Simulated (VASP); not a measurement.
# Hf (I4/mmm) in VASP: single point with LDA

Aim: the single point of Hf with LDA.

Everything below comes from runs of VASP 6.6.1. Logs are shortened: lines on timing, memory, paths and dates and some standing lists are left out, and cuts for length are marked.

**1. The cell of the first run**

The structure is tetragonal, space group I4/mmm (No. 139). The conventional cell has a = 4.184 Å, b = 4.184 Å, c = 8.706 Å, α = 90.00°, β = 90.00°, γ = 90.00°. Hf (site symmetry -4m2) has 8 Hf at 2.96 to 3.02 Å within 3.9 Å. Within 4.0 Å of Hf (site symmetry 4/mmm) lie 8 Hf at 3.02 Å.

**2. Single point, LDA**

Input file INCAR:

```
SYSTEM = Hf
ALGO = Normal
EDIFF = 1E-7
ENCUT = 520
ISIF = 2
ISMEAR = 1
LASPH = .True.
LCHARG = .False.
LREAL = .False.
LWAVE = .False.
NBANDS = 22
NELM = 60
PREC = Accurate
SIGMA = 0.1
```

Input file KPOINTS:

```
k-points
0
Gamma
  8 8 8
  0 0 0
```

Input file POSCAR:

```
Hf
1.0
   -2.0920000000      2.0920000000      4.3530460000
    2.0920000000     -2.0920000000      4.3530460000
    2.0920000000      2.0920000000     -4.3530460000
Hf
3
Direct
    0.7500000000      0.2500000000      0.5000000000
    0.2500000000      0.7500000000      0.5000000000
    0.5000000000      0.5000000000      0.0000000000
```

Potentials or basis: VASP PAW LDA potentials, release 64 (Hf_pv).

Command:

```console
cat potpaw_LDA.64/Hf_pv/POTCAR > POTCAR
mpirun -np 1 vasp_std > vasp.out
```

OUTCAR:

```text
SYSTEM = Hf
   EDIFF = 1E-7
   ENCUT = 520
   ISIF = 2
   ISMEAR = 1
   LASPH = .True.
   LREAL = .False.
   NELM = 60
   PREC = Accurate

 ion  position               nearest neighbor table
   1  0.750  0.250  0.500-   2 2.96   2 2.96   2 2.96   2 2.96   3 3.02   3 3.02   3 3.02   3 3.02

   2  0.250  0.750  0.500-   1 2.96   1 2.96   1 2.96   1 2.96   3 3.02   3 3.02   3 3.02   3 3.02

   3  0.500  0.500  0.000-   2 3.02   1 3.02   2 3.02   1 3.02   1 3.02   2 3.02   1 3.02   2 3.02

  LATTYP: Found a body centered tetragonal cell.
 ALAT       =     4.1840000000
 C/A-ratio  =     2.0808059273

  Lattice vectors:

 A1 = (  -2.0920000000,   2.0920000000,   4.3530460000)
 A2 = (   2.0920000000,  -2.0920000000,   4.3530460000)
 A3 = (   2.0920000000,   2.0920000000,  -4.3530460000)

Analysis of symmetry for initial positions (statically):
=====================================================================
 Subroutine PRICEL returns:
 Original cell was already a primitive cell.

 Routine SETGRP: Setting up the symmetry group for a
 body centered tetragonal supercell.

 Subroutine GETGRP returns: Found 16 space group operations
 (whereof 16 operations were pure point group operations)
 out of a pool of 16 trial point group operations.

The static configuration has the point symmetry D_4h.

Analysis of symmetry for dynamics (positions and initial velocities):
=====================================================================
 Subroutine PRICEL returns:
 Original cell was already a primitive cell.

 Routine SETGRP: Setting up the symmetry group for a
 body centered tetragonal supercell.

 Subroutine GETGRP returns: Found 16 space group operations
 (whereof 16 operations were pure point group operations)
 out of a pool of 16 trial point group operations.

The dynamic configuration has the point symmetry D_4h.

 Subroutine INISYM returns: Found 16 space group operations
 (whereof 16 operations are pure point group operations),
 and found     1 'primitive' translations

----------------------------------------------------------------------------------------

                                     Primitive cell

  volume of cell :      76.2038

  direct lattice vectors                    reciprocal lattice vectors
    -2.092000000  2.092000000  4.353046000     0.000000000  0.239005736  0.114862099
     2.092000000 -2.092000000  4.353046000     0.239005736  0.000000000  0.114862099
     2.092000000  2.092000000 -4.353046000     0.239005736  0.239005736  0.000000000

  length of vectors
     5.263263007  5.263263007  5.263263007     0.265173610  0.265173610  0.338005154

  position of ions in fractional coordinates (direct lattice)
     0.750000000  0.250000000  0.500000000
     0.250000000  0.750000000  0.500000000
     0.500000000  0.500000000  0.000000000

  ion indices of the primitive-cell ions
   primitive index   ion index
                 1           1
                 2           2
                 3           3

----------------------------------------------------------------------------------------

 KPOINTS: k-points

Automatic generation of k-mesh.
 Grid dimensions read from file:
 generate k-points for:    8    8    8

 Generating k-lattice:

  Cartesian coordinates                     Fractional coordinates (reciprocal lattice)
     0.000000000  0.029875717  0.014357762     0.125000000  0.000000000  0.000000000
     0.029875717  0.000000000  0.014357762     0.000000000  0.125000000  0.000000000
     0.029875717  0.029875717  0.000000000     0.000000000  0.000000000  0.125000000

  Length of vectors
     0.033146701  0.033146701  0.042250644

  Shift w.r.t. Gamma in fractional coordinates (k-lattice)
     0.000000000  0.000000000  0.000000000

 Subroutine IBZKPT returns following result:
 ===========================================

 Found     59 irreducible k-points:

 Following reciprocal coordinates:
            Coordinates               Weight
  0.000000  0.000000  0.000000      1.000000
  0.125000  0.000000  0.000000      8.000000
  0.250000  0.000000  0.000000      8.000000
  0.375000  0.000000 -0.000000      8.000000
  0.500000  0.000000  0.000000      4.000000
  0.125000  0.125000  0.000000      8.000000
[... 16 lines left out ...]
  0.250000  0.125000  0.125000     16.000000
  0.375000  0.125000  0.125000      8.000000
 [... further k-points ...]
   k-points           NKPTS =     59   k-points in BZ     NKDIM =     59   number of bands    NBANDS=     22
   number of dos      NEDOS =    301   number of ions     NIONS =      3
   total plane-waves  NPLWV =  64000
   dimension x,y,z NGX =    40 NGY =   40 NGZ =   40
   dimension x,y,z NGXF=    80 NGYF=   80 NGZF=   80
   ions per type =               3
   NGX,Y,Z   is equivalent  to a cutoff of  12.63, 12.63, 12.63 a.u.
   NGXF,Y,Z  is equivalent  to a cutoff of  25.27, 25.27, 25.27 a.u.
 SYSTEM =  Hf
   PREC   = accura    normal or accurate (medium, high low for compatibility)
   ISTART =      0    job   : 0-new  1-cont  2-samecut
   ICHARG =      2    charge: 1-file 2-atom 10-const
   ISPIN  =      1    spin polarized calculation?
   LNONCOLLINEAR =      F non collinear calculations
   LSORBIT =      F    spin-orbit coupling
   LASPH  =      T    aspherical Exc in radial PAW
   ENCUT  =  520.0 eV  38.22 Ry    6.18 a.u.   9.79  9.79  9.79*2*pi/ulx,y,z
   NELM   =     60;   NELMIN=  2; NELMDL= -5     # of ELM steps
   EDIFF  = 0.1E-06   stopping-criterion for ELM
   LREAL  =      F    real-space projection
   EDIFFG = 0.1E-05   stopping-criterion for IOM
   NSW    =      0    number of steps for IOM
   IBRION =     -1    ionic relax: 0-MD 1-quasi-New 2-CG
   NFREE  =      0    steps in history (QN), initial steepest desc. (CG)
   ISIF   =      2    stress and relaxation
   ISYM   =      2    0-nonsym 1-usesym 2-fastsym
   POTIM  = 0.5000    time-step for ionic-motion
   TEBEG  =    0.0;   TEEND  =   0.0 temperature during run
   PSTRESS=    0.0 pullay stress
   NELECT =      30.0000    total number of electrons
   NUPDOWN=      -1.0000    fix difference up-down
   EMIN   =  10.00;   EMAX   =-10.00  energy-range for DOS
   EFERMI =   0.00;   METHOD = LEGACY
   ISMEAR =     1;   SIGMA  =   0.10  broadening in eV -4-tet -1-fermi 0-gaus
   EFERMI_NEDOS =   21; number of points for ismear=-14 and -15
   IALGO  =     38    algorithm
   IMIX   =      4    mixing-type and parameters
     AMIX     =   0.40;   BMIX     =  1.00
     AMIX_MAG =   1.60;   BMIX_MAG =  1.00
  volume/ion in A,a.u.               =      25.40       171.42
  Fermi-wavevector in a.u.,A,eV,Ry     =   1.199839  2.267367 19.587139  1.439614
  Thomas-Fermi vector in A             =   2.335691
   LORBIT       =      0    0 simple, 1 ext, 2 COOP (PROOUT), +10 PAW based schemes
   GGA     = CA    functional components
   LHFCALC =     F    Hartree Fock is set to
   AEXX    =    0.0000 exact exchange contribution
   IVDW    =     0    specifies the selected vdW correction
   LEPSILON=     F    determine dielectric tensor
   LRPA    =     F    only Hartree local field effects (RPA)
 non-spin polarized calculation
 Methfessel and Paxton  Order N= 1 SIGMA  =   0.10
  energy-cutoff  :      520.00
  volume of cell :       76.20
 maximum number of plane-waves:      2072
   NGX = 19   NGY = 19   NGZ = 19

 number of electron      29.9999998 magnetization

 Free energy of the ion-electron system (eV)
  ---------------------------------------------------
  ext. energy  EPLUGINS =         0.00000000
  ---------------------------------------------------
  free energy    TOTEN  =       -29.63852156 eV

  energy without entropy =      -29.63877534  energy(sigma->0) =      -29.63860615

 E-fermi :   3.4333     XC(G=0): -10.7075

 val. band max:        3.4260945977   @ k =   0.5000   0.3750   0.0000
 cond. band min:       3.4339740118   @ k =  -0.3750   0.5000   0.1250
 fundamental gap:      0.0078794140
 Fermi energy:         3.4332961808

 k-point     1 :       0.0000    0.0000    0.0000
  band No.  band energies     occupation
      1     -27.1110      2.00000
      2     -26.9619      2.00000
      3     -26.9619      2.00000
      4     -26.7901      2.00000
      5     -26.7901      2.00000
      6     -26.5944      2.00000
[... 14 lines left out ...]
     21       7.1199      0.00000
     22       7.1991      0.00000

 k-point     2 :       0.1250    0.0000    0.0000
  band No.  band energies     occupation
      1     -27.1070      2.00000
      2     -26.9497      2.00000
      3     -26.9422      2.00000
      4     -26.8086      2.00000
      5     -26.7790      2.00000
      6     -26.5611      2.00000
[... 14 lines left out ...]
     21       7.0260      0.00000
     22       7.3251      0.00000

 k-point     3 :       0.2500    0.0000    0.0000
  band No.  band energies     occupation
      1     -27.0764      2.00000
      2     -26.9484      2.00000
      3     -26.9220      2.00000
      4     -26.7781      2.00000
      5     -26.7413      2.00000
      6     -26.5090      2.00000
[... 14 lines left out ...]
     21       7.2820      0.00000
     22       7.6031      0.00000

 k-point     4 :       0.3750    0.0000   -0.0000
  band No.  band energies     occupation
      1     -27.0398      2.00000
      2     -26.9411      2.00000
      3     -26.8987      2.00000
      4     -26.7064      2.00000
      5     -26.6728      2.00000
      6     -26.5466      2.00000
[... 14 lines left out ...]
     21       6.6570      0.00000
     22       7.1837      0.00000

 k-point     5 :       0.5000    0.0000    0.0000
  band No.  band energies     occupation
      1     -27.0417      2.00000
      2     -26.8905      2.00000
      3     -26.8839      2.00000
      4     -26.6817      2.00000
      5     -26.6393      2.00000
      6     -26.6167      2.00000
[... 14 lines left out ...]
     21       6.0500      0.00000
     22       6.8781      0.00000

 k-point     6 :       0.1250    0.1250    0.0000
  band No.  band energies     occupation
      1     -27.1036      2.00000
      2     -26.9842      2.00000
      3     -26.9281      2.00000
      4     -26.7768      2.00000
      5     -26.7397      2.00000
      6     -26.5351      2.00000
[... 14 lines left out ...]
     21       7.4282      0.00000
     22       7.5293      0.00000

 k-point     7 :       0.2500    0.1250   -0.0000
  band No.  band energies     occupation
      1     -27.0901      2.00000
      2     -26.9988      2.00000
      3     -26.9241      2.00000
      4     -26.7034      2.00000
      5     -26.6793      2.00000
      6     -26.5188      2.00000
[... 324 lines left out ...]
      6     -26.3768      2.00000
[... 14 lines left out ...]
     21       6.6042      0.00000
     22       6.8618      0.00000

 k-point    21 :       0.5000    0.5000    0.0000
  band No.  band energies     occupation
      1     -27.2603      2.00000
      2     -27.0868      2.00000
      3     -27.0725      2.00000
      4     -26.7697      2.00000
      5     -26.6734      2.00000
      6     -26.3649      2.00000
[... 14 lines left out ...]
     21       6.0303      0.00000
     22       6.5245      0.00000

 k-point    22 :       0.1250    0.1250    0.1250
  band No.  band energies     occupation
      1     -27.1634      2.00000
      2     -26.9581      2.00000
      3     -26.9497      2.00000
      4     -26.7261      2.00000
      5     -26.6238      2.00000
      6     -26.5860      2.00000
[... 14 lines left out ...]
     21       7.0146      0.00000
     22       7.6804      0.00000

 k-point    23 :       0.2500    0.1250    0.1250
  band No.  band energies     occupation
      1     -27.1587      2.00000
      2     -26.9939      2.00000
      3     -26.9722      2.00000
      4     -26.8000      2.00000
      5     -26.6087      2.00000
      6     -26.4977      2.00000
[... 14 lines left out ...]
     21       6.6614      0.00000
     22       7.2904      0.00000

 k-point    24 :       0.3750    0.1250    0.1250
  band No.  band energies     occupation
      1     -27.1372      2.00000
      2     -27.0086      2.00000
      3     -26.9918      2.00000
      4     -26.8572      2.00000
      5     -26.5375      2.00000
      6     -26.5188      2.00000
[... 14 lines left out ...]
     21       6.1210      0.00000
     22       7.1411      0.00000

 [... further k-points ...]
[... 5 lines left out ...]
  --------------------------------------------------------------------------------------
  -------------------------------------------------------------------------------------
  Total       -2.5861115     -2.5861115     -1.9562466      0.0000000     -0.0000000      0.0000000
  in kB      -54.3727396    -54.3727396    -41.1298923      0.0000000     -0.0000000      0.0000000
  external PRESSURE =     -49.9584572 kB  Pullay stress =       0.0000000 kB

 VOLUME and BASIS-vectors are now :
 -----------------------------------------------------------------------------
  energy-cutoff  :      520.00
  volume of cell :       76.20
      direct lattice vectors                 reciprocal lattice vectors
    -2.092000000  2.092000000  4.353046000     0.000000000  0.239005736  0.114862099
     2.092000000 -2.092000000  4.353046000     0.239005736  0.000000000  0.114862099
     2.092000000  2.092000000 -4.353046000     0.239005736  0.239005736  0.000000000

 POSITION                                       TOTAL-FORCE (eV/Angst)
 -----------------------------------------------------------------------------------
      0.00000      2.09200      2.17652        -0.000000     -0.000000     -0.000000
      2.09200      0.00000      2.17652         0.000000      0.000000      0.000000
      0.00000      0.00000      4.35305         0.000000      0.000000     -0.000000
 -----------------------------------------------------------------------------------
    total drift:                                0.000000     -0.000000      0.000000

  FREE ENERGIE OF THE ION-ELECTRON SYSTEM (eV)
  ---------------------------------------------------
  free  energy   TOTEN  =       -29.6385215594 eV

  energy  without entropy=      -29.6387753360  energy(sigma->0) =      -29.63860615
```

Run time: 2.6 min. Hardware: 1 thread of Intel Xeon 8259CL, shared host; peak memory 0.23 GiB.

What came out:

```
Free energy            : -29.6385 eV
Pressure               : -5.0 GPa
Band gap on the k mesh : zero (bands 15 and 16 overlap by 1.62 eV)
```

Levels at points of the mesh, in eV from the Fermi level:
| k point | band 11 | band 12 | band 13 | band 14 | band 15 | band 16 | band 17 | band 18 | band 19 | band 20 |
| --- | --- | --- | --- | --- | --- | --- | --- | --- | --- | --- |
| (0.00, 0.00, 0.00) | -2.44 | -2.02 | -1.37 | 0.02 | 0.02 | 0.27 | 0.76 | 0.76 | 3.27 | 3.52 |
| (0.50, 0.00, 0.00) | -2.39 | -1.20 | -0.99 | -0.51 | -0.20 | 0.19 | 1.26 | 1.28 | 1.43 | 1.95 |
| (0.50, 0.50, 0.00) | -2.69 | -2.26 | -1.14 | -0.26 | 0.18 | 0.65 | 1.29 | 1.92 | 2.06 | 2.08 |
| (0.50, 0.50, 0.50) | -3.23 | -2.87 | -1.65 | -1.29 | -1.29 | -0.97 | 1.64 | 2.49 | 3.96 | 3.97 |

Caveat: the cell stands under tension; spin-orbit coupling is left out, which moves the levels of the heavy elements.
